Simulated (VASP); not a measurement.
Crystal: C.

```
C
1.0
     2.46400    0.00000    0.00000
    -1.23200    2.13389    0.00000
     0.00000    0.00000    6.71100
C
4
Direct
  0.00000 0.00000 0.25000
  0.00000 0.00000 0.75000
  0.33333 0.66667 0.25000
  0.66667 0.33333 0.75000
```

* Program: VASP 6.6.1
* Task: relaxation of cell and atoms
* Functional: RPBE
* Potentials or basis: VASP PAW PBE potentials, release 64 (C_h)
* Cutoff: 1300 eV
* k mesh: 8 × 8 × 3
* Occupations: fermi-dirac, width 0.05 eV
* Spin: no spin polarisation

At the start: pressure 5.4 GPa; volume 8.82 Å³/atom.

Where does the relaxation end?

Over 11 steps the energy falls by 34.2 meV/atom and the volume is 11.58 Å³/atom (+31.3 %); space group P6_3/mmc (No. 194, to 0.1 Å) before and after.

Step by step:
| step | energy change (eV) | largest force (eV/Å) | pressure (GPa) | volume (Å³) |
| --- | --- | --- | --- | --- |
| 1 | 0.0000 | 0.0000 | 5.44 | 35.29 |
| 2 | 0.0040 | 0.0000 | -5.93 | 36.84 |
| 3 | -0.0118 | 0.0000 | -0.03 | 36.00 |
| 4 | -0.0322 | 0.0000 | -0.03 | 36.65 |
| 5 | -0.0776 | 0.0000 | 0.12 | 38.62 |
| 6 | -0.1243 | 0.0000 | 0.65 | 42.55 |
| 7 | -0.1156 | 0.0000 | 1.31 | 50.33 |
| 8 | -0.1357 | 0.0000 | 1.01 | 45.41 |
| 9 | -0.1361 | 0.0000 | 1.07 | 46.03 |
| 10 | -0.0617 | 0.0000 | -9.49 | 49.37 |
| 11 | -0.1369 | 0.0000 | -0.03 | 46.34 |

Final structure:
```xyz
4
Lattice="2.4763 0.0000 0.0000 -1.2382 2.1445 0.0000 0.0000 0.0000 8.7257" Properties=species:S:1:pos:R:3 pbc="T T T"
C     2.4763    0.0000    2.1814
C     0.0000    0.0000    6.5443
C     0.0000    1.4297    2.1814
C     1.2382    0.7149    6.5443
```

Caveat: the volume moved by over 15 % at a fixed basis, so the end points are rough; this functional lacks dispersion, which binds layers or chains, so the pressure and a relaxed spacing across them are unreliable; the PAW data sets were made with another functional, which shifts forces and pressure a little.
